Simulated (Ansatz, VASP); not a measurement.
# Two plane-wave programs on ZnSe

```
Zn Se
1.0
     0.00000    2.92213    2.92213
     2.92213    0.00000    2.92213
     2.92213    2.92213    0.00000
Zn Se
1 1
Direct
  0.00000 0.00000 0.00000
  0.25000 0.25000 0.25000
```

Alike in both runs: task single point; functional PBE; k mesh 8 × 8 × 8; occupations gaussian, width 0.02 eV; no spin polarisation.

|  | VASP | Ansatz |
| --- | --- | --- |
| version | VASP 6.6.1 | Ansatz 0.2.0 |
| potentials or method | VASP PAW PBE potentials, release 64 (Zn, Se), cutoff 520 eV | scalar-relativistic, plane waves, PAW |
| valence electrons in the cell | 18 | 28 |

VASP gave:

- gap on the k mesh at the Fermi level (eV): 0.93
- least direct gap on the mesh (eV): 0.93
- pressure (GPa): -2.7

Q: Estimate Ansatz's values.

A: gap on the k mesh at the Fermi level (eV): 0.93; least direct gap on the mesh (eV): 0.93; pressure (GPa): -2.9.

VASP's potentials hold 18 valence electrons a cell and Ansatz's 28, so a difference there can come from the potentials and not from the codes.
